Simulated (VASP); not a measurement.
# Al16H in VASP: single point with PBE+D3(BJ)

Aim: the single point of Al16H with PBE+D3(BJ).

Everything below comes from runs of VASP 6.6.1. Logs are shortened: lines on timing, memory, paths and dates and some standing lists are left out, and cuts for length are marked.

## 1. The cell of the first run

The cell holds a slab with vacuum, 17 atoms: a = 8.100 Å, b = 5.728 Å, c = 16.296 Å, α = 90.00°, β = 90.00°, γ = 90.00°.

## 2. Single point, PBE+D3(BJ)

Contents of INCAR:

```
PREC = Accurate ; ENCUT = 520
EDIFF = 1E-6 ; ISMEAR = -1
SIGMA = 0.1 ; LREAL = Auto
LASPH = True ; NELM = 100
ALGO = Normal ; ISIF = 2
LWAVE = False ; LCHARG = False
GGA = PE ; IVDW = 12
NBANDS = 38
```

Contents of KPOINTS:

```
regular mesh
0
Gamma
  2 3 1
```

Contents of POSCAR:

```
Al16H
1.0
    8.1000000000      0.0000000000      0.0000000000
    0.0000000000      5.7275650000      0.0000000000
    0.0000000000      0.0000000000     16.2956740000
Al H
16 1
Direct
    0.2500000000      0.2500000000      0.0613660000
    0.7500000000      0.2500000000      0.0613660000
    0.2500000000      0.7500000000      0.0613660000
    0.7500000000      0.7500000000      0.0613660000
    0.0002365441     -0.0016833813      0.1369629161
    0.5002844129      0.0012562607      0.1385045420
    0.0002724830      0.4998815781      0.1374011467
    0.5002720162      0.5011610608      0.1385238562
    0.2544945122      0.2521993052      0.2252098520
    0.7477551966      0.2521949397      0.2252480188
    0.2549308573      0.7526592114      0.2286701865
    0.7476609360      0.7526885279      0.2287049182
    0.0016745732     -0.0002965503      0.3013414370
    0.5013885908      0.0049679594      0.3061212860
    0.0017465415      0.5114562654      0.3015341381
    0.5013134000      0.4989488148      0.3059879737
    1.0009742353      0.2594113158      0.3675843063
```

Potentials or basis: VASP PAW PBE potentials, release 64 (Al, H).

Launch:

```bash
$ cat potpaw_PBE.64/Al/POTCAR potpaw_PBE.64/H/POTCAR > POTCAR
$ mpirun -np 1 vasp_std > vasp.out
```

OUTCAR:

```text
PREC = Accurate
   ENCUT = 520
   EDIFF = 1E-6
   ISMEAR = -1
   LREAL = Auto
   LASPH = True
   NELM = 100
   ISIF = 2
   GGA = PE
   IVDW = 12
 IVDW          = 12

 ion  position               nearest neighbor table
   1  0.250  0.250  0.061-   9 2.67   7 2.77   5 2.77   6 2.78   8 2.79   3 2.86   3 2.86
   2  0.750  0.250  0.061-  10 2.67   7 2.77   6 2.78   5 2.78   8 2.78   4 2.86   4 2.86
   3  0.250  0.750  0.061-  11 2.73   5 2.76   7 2.77   8 2.78   6 2.79   1 2.86   1 2.86
   4  0.750  0.750  0.061-  12 2.73   5 2.77   7 2.77   8 2.78   6 2.78   2 2.86   2 2.86
   5  0.000  0.998  0.137-  13 2.68   3 2.76   4 2.77   1 2.77   2 2.78   7 2.85   7 2.87  10 2.89
                            12 2.90   9 2.90  11 2.91
   6  0.500  0.001  0.139-  14 2.73   2 2.78   1 2.78   4 2.78   3 2.79   9 2.83  10 2.84  11 2.85
                             8 2.86  12 2.86   8 2.86
   7  0.000  0.500  0.137-  15 2.68   1 2.77   3 2.77   2 2.77   4 2.77   5 2.85  10 2.87   5 2.87
                             9 2.88  12 2.91  11 2.93
   8  0.500  0.501  0.139-  16 2.73   4 2.78   3 2.78   2 2.78   1 2.79   9 2.83  10 2.84  11 2.86
                             6 2.86   6 2.86  12 2.87
   9  0.254  0.252  0.225-   1 2.67  16 2.78  14 2.78  13 2.80  15 2.82   8 2.83   6 2.83  11 2.86
                            11 2.87   7 2.88   5 2.90
  10  0.748  0.252  0.225-   2 2.67  16 2.78  14 2.78  13 2.80  15 2.83   8 2.84   6 2.84  12 2.86
                            12 2.87   7 2.87   5 2.89
  11  0.255  0.753  0.229-   3 2.73  15 2.74  13 2.76  14 2.77  16 2.77   6 2.85   8 2.86   9 2.86
                             9 2.87   5 2.91   7 2.93
  12  0.748  0.753  0.229-   4 2.73  15 2.75  13 2.76  14 2.77  16 2.77  10 2.86   6 2.86  10 2.87
                             8 2.87   5 2.90   7 2.91
  13  0.002  1.000  0.301-  17 1.84   5 2.68  11 2.76  12 2.76  15 2.80   9 2.80  10 2.80  15 2.93

  14  0.501  0.005  0.306-   6 2.73  12 2.77  11 2.77  10 2.78   9 2.78  16 2.83  16 2.90
  15  0.002  0.511  0.302-  17 1.80   7 2.68  11 2.74  12 2.75  13 2.80   9 2.82  10 2.83  13 2.93

  16  0.501  0.499  0.306-   8 2.73  12 2.77  11 2.77  10 2.78   9 2.78  14 2.83  14 2.90
  17  0.001  0.259  0.368-  15 1.80  13 1.84

  LATTYP: Found a simple orthorhombic cell.
 ALAT       =     5.7275650000
 B/A-ratio  =     1.4142135445
 C/A-ratio  =     2.8451312207

  Lattice vectors:

 A1 = (   0.0000000000,  -5.7275650000,   0.0000000000)
 A2 = (   8.1000000000,   0.0000000000,   0.0000000000)
 A3 = (   0.0000000000,   0.0000000000,  16.2956740000)

Analysis of symmetry for initial positions (statically):
=====================================================================
 Subroutine PRICEL returns:
 Original cell was already a primitive cell.

 Routine SETGRP: Setting up the symmetry group for a
 simple orthorhombic supercell.

 Subroutine GETGRP returns: Found  1 space group operations
 (whereof  1 operations were pure point group operations)
 out of a pool of  8 trial point group operations.

The static configuration has the point symmetry C_1 .

Analysis of symmetry for dynamics (positions and initial velocities):
=====================================================================
 Subroutine PRICEL returns:
 Original cell was already a primitive cell.

 Routine SETGRP: Setting up the symmetry group for a
 simple orthorhombic supercell.

 Subroutine GETGRP returns: Found  1 space group operations
 (whereof  1 operations were pure point group operations)
 out of a pool of  8 trial point group operations.

The dynamic configuration has the point symmetry C_1 .

 Subroutine INISYM returns: Found  1 space group operations
 (whereof  1 operations are pure point group operations),
 and found     1 'primitive' translations

----------------------------------------------------------------------------------------

                                     Primitive cell

  volume of cell :     756.0097

  direct lattice vectors                    reciprocal lattice vectors
     8.100000000  0.000000000  0.000000000     0.123456790  0.000000000  0.000000000
     0.000000000  5.727565000  0.000000000     0.000000000  0.174594265  0.000000000
     0.000000000  0.000000000 16.295674000     0.000000000  0.000000000  0.061365980

  length of vectors
     8.100000000  5.727565000 16.295674000     0.123456790  0.174594265  0.061365980

  position of ions in fractional coordinates (direct lattice)
     0.250000000  0.250000000  0.061366000
     0.750000000  0.250000000  0.061366000
     0.250000000  0.750000000  0.061366000
     0.750000000  0.750000000  0.061366000
     0.000236544  0.998316619  0.136962916
     0.500284413  0.001256261  0.138504542
[... 9 lines left out ...]
     0.501313400  0.498948815  0.305987974
     0.000974235  0.259411316  0.367584306

  ion indices of the primitive-cell ions
   primitive index   ion index
                 1           1
                 2           2
                 3           3
                 4           4
                 5           5
                 6           6
[... 9 lines left out ...]
                16          16
                17          17

----------------------------------------------------------------------------------------

 KPOINTS: regular mesh

Automatic generation of k-mesh.
 Grid dimensions read from file:
 generate k-points for:    2    3    1

 Generating k-lattice:

  Cartesian coordinates                     Fractional coordinates (reciprocal lattice)
     0.061728395  0.000000000  0.000000000     0.500000000  0.000000000  0.000000000
     0.000000000  0.058198088  0.000000000     0.000000000  0.333333333  0.000000000
     0.000000000  0.000000000  0.061365980     0.000000000  0.000000000  1.000000000

  Length of vectors
     0.061728395  0.058198088  0.061365980

  Shift w.r.t. Gamma in fractional coordinates (k-lattice)
     0.000000000  0.000000000  0.000000000

 Subroutine IBZKPT returns following result:
 ===========================================

 Found      4 irreducible k-points:

 Following reciprocal coordinates:
            Coordinates               Weight
  0.000000  0.000000  0.000000      1.000000
  0.500000  0.000000  0.000000      1.000000
  0.000000  0.333333  0.000000      2.000000
  0.500000  0.333333  0.000000      2.000000
   k-points           NKPTS =      4   k-points in BZ     NKDIM =      4   number of bands    NBANDS=     38
   number of dos      NEDOS =    301   number of ions     NIONS =     17
   total plane-waves  NPLWV = 362880
   dimension x,y,z NGX =    60 NGY =   48 NGZ =  126
   dimension x,y,z NGXF=   120 NGYF=   96 NGZF=  252
   ions per type =              16   1
   NGX,Y,Z   is equivalent  to a cutoff of  12.31, 13.93, 12.85 a.u.
   NGXF,Y,Z  is equivalent  to a cutoff of  24.63, 27.86, 25.71 a.u.
 SYSTEM =  unknown system
   PREC   = accura    normal or accurate (medium, high low for compatibility)
   ISTART =      0    job   : 0-new  1-cont  2-samecut
   ICHARG =      2    charge: 1-file 2-atom 10-const
   ISPIN  =      1    spin polarized calculation?
   LNONCOLLINEAR =      F non collinear calculations
   LSORBIT =      F    spin-orbit coupling
   LASPH  =      T    aspherical Exc in radial PAW
   ENCUT  =  520.0 eV  38.22 Ry    6.18 a.u.  15.06 10.65 30.30*2*pi/ulx,y,z
   NELM   =    100;   NELMIN=  2; NELMDL= -5     # of ELM steps
   EDIFF  = 0.1E-05   stopping-criterion for ELM
   LREAL  =      T    real-space projection
   EDIFFG = 0.1E-04   stopping-criterion for IOM
   NSW    =      0    number of steps for IOM
   IBRION =     -1    ionic relax: 0-MD 1-quasi-New 2-CG
   NFREE  =      0    steps in history (QN), initial steepest desc. (CG)
   ISIF   =      2    stress and relaxation
   ISYM   =      2    0-nonsym 1-usesym 2-fastsym
   POTIM  = 0.5000    time-step for ionic-motion
   TEBEG  =    0.0;   TEEND  =   0.0 temperature during run
   PSTRESS=    0.0 pullay stress
   NELECT =      49.0000    total number of electrons
   NUPDOWN=      -1.0000    fix difference up-down
   EMIN   =  10.00;   EMAX   =-10.00  energy-range for DOS
   EFERMI =   0.00;   METHOD = LEGACY
   ISMEAR =    -1;   SIGMA  =   0.10  broadening in eV -4-tet -1-fermi 0-gaus
   EFERMI_NEDOS =   21; number of points for ismear=-14 and -15
   IALGO  =     38    algorithm
   IMIX   =      4    mixing-type and parameters
     AMIX     =   0.40;   BMIX     =  1.00
     AMIX_MAG =   1.60;   BMIX_MAG =  1.00
  volume/ion in A,a.u.               =      44.47       300.11
  Fermi-wavevector in a.u.,A,eV,Ry     =   0.657604  1.242691  5.883743  0.432443
  Thomas-Fermi vector in A             =   1.729164
   LORBIT       =      0    0 simple, 1 ext, 2 COOP (PROOUT), +10 PAW based schemes
   GGA     = PE    functional components
   LHFCALC =     F    Hartree Fock is set to
   AEXX    =    0.0000 exact exchange contribution
   IVDW    =    12    specifies the selected vdW correction
   LEPSILON=     F    determine dielectric tensor
   LRPA    =     F    only Hartree local field effects (RPA)
 non-spin polarized calculation
  energy-cutoff  :      520.00
  volume of cell :      756.01
 maximum number of plane-waves:     20376
   NGX = 31   NGY = 21   NGZ = 61

 number of electron      48.9999999 magnetization

 Free energy of the ion-electron system (eV)
  ---------------------------------------------------
  ext. energy  EPLUGINS =         0.00000000
  ---------------------------------------------------
  free energy    TOTEN  =       -57.79035391 eV

  energy without entropy =      -57.53426664  energy(sigma->0) =      -57.66231027

 E-fermi :   0.1153     XC(G=0):  -4.7448

 val. band max:        0.0932471767   @ k =   0.0000   0.3333   0.0000
 cond. band min:       0.1187854877   @ k =   0.0000   0.3333   0.0000
 fundamental gap:      0.0255383110
 Fermi energy:         0.1152678290

 k-point     1 :       0.0000    0.0000    0.0000
  band No.  band energies     occupation
      1     -10.1891      2.00000
      2      -8.1492      2.00000
      3      -7.9526      2.00000
      4      -7.7380      2.00000
      5      -6.1184      2.00000
      6      -5.7555      2.00000
[... 28 lines left out ...]
     35       2.1682      0.00000
     36       2.5300      0.00000
[... 85 lines left out ...]
      5      -7.0792      2.00000
      6      -6.5867      2.00000
[... 28 lines left out ...]
     35       2.5988      0.00000
     36       3.0232      0.00000
 [bands above 36 left out]

------------------------ aborting loop because EDIFF is reached ----------------------------------------

 Edisp (eV)   -3.39359

 E8    (eV) :    -1.5874

  FORCE on cell =-STRESS in cart. coord.  units (eV):
  Direction    XX          YY          ZZ          XY          YZ          ZX
  --------------------------------------------------------------------------------------
  -------------------------------------------------------------------------------------
  Total       3.29106   -15.22553    -0.07771     0.00661    -0.05370    -0.07405
  in kB       6.97460   -32.26679    -0.16470     0.01401    -0.11380    -0.15693
  external pressure =       -8.49 kB  Pullay stress =        0.00 kB

 VOLUME and BASIS-vectors are now :
 -----------------------------------------------------------------------------
  energy-cutoff  :      520.00
  volume of cell :      756.01
      direct lattice vectors                 reciprocal lattice vectors
     8.100000000  0.000000000  0.000000000     0.123456790  0.000000000  0.000000000
     0.000000000  5.727565000  0.000000000     0.000000000  0.174594265  0.000000000
     0.000000000  0.000000000 16.295674000     0.000000000  0.000000000  0.061365980

 POSITION                                       TOTAL-FORCE (eV/Angst)
 -----------------------------------------------------------------------------------
      2.02500      1.43189      1.00000         0.034941      0.015563     -0.116699
      6.07500      1.43189      1.00000        -0.027128      0.016035     -0.113562
      2.02500      4.29567      1.00000         0.002413     -0.009599      0.117193
      6.07500      4.29567      1.00000         0.004380     -0.009698      0.117828
      0.00192      5.71792      2.23190        -0.000462      0.006234     -0.005653
      4.05230      0.00720      2.25702         0.006178      0.000360      0.002327
[... 9 lines left out ...]
      4.06064      2.85776      4.98628         0.000146      0.001237      0.002228
      0.00789      1.48580      5.99003         0.000505     -0.005820     -0.008392
 -----------------------------------------------------------------------------------
    total drift:                               -0.003039     -0.004368     -0.002449

  FREE ENERGIE OF THE ION-ELECTRON SYSTEM (eV)
  ---------------------------------------------------
  free  energy   TOTEN  =       -61.1839457876 eV

  energy  without entropy=      -60.9278585162  energy(sigma->0) =      -61.05590215
```

It took 4.4 min on 1 thread of AMD EPYC 7R13 (Zen 3), shared host; peak memory 0.66 GiB.

What came out:

```yaml
Free_energy: -61.1839 eV
Largest_force: 0.123 eV/Å
Dispersion_energy_per_atom: -0.200 eV
```

Forces in eV/Å, atoms in the order of the input:
```
Al   0.035  0.016 -0.117
Al  -0.027  0.016 -0.114
Al   0.002 -0.010  0.117
Al   0.004 -0.010  0.118
Al   0.000  0.006 -0.006
Al   0.006  0.000  0.002
Al  -0.002  0.001 -0.009
Al   0.006 -0.003 -0.002
Al  -0.009 -0.001  0.006
Al   0.007  0.002  0.003
Al   0.006 -0.002 -0.006
Al  -0.011 -0.006 -0.005
Al  -0.010  0.016  0.013
Al  -0.003  0.000  0.001
Al  -0.007 -0.021  0.004
Al   0.000  0.001  0.002
H    0.001 -0.006 -0.008
```

Levels at points of the mesh, in eV from the Fermi level:
| k point | band 21 | band 22 | band 23 | band 24 | band 25 | band 26 | band 27 | band 28 |
| --- | --- | --- | --- | --- | --- | --- | --- | --- |
| (0.00, 0.00, 0.00) | -1.26 | -0.72 | -0.69 | -0.66 | -0.13 | 0.07 | 0.18 | 0.94 |
| (0.50, 0.00, 0.00) | -0.98 | -0.98 | -0.95 | -0.83 | 0.07 | 0.36 | 0.53 | 0.54 |

Caveat: the k points lie up to 0.39 Å⁻¹ apart.
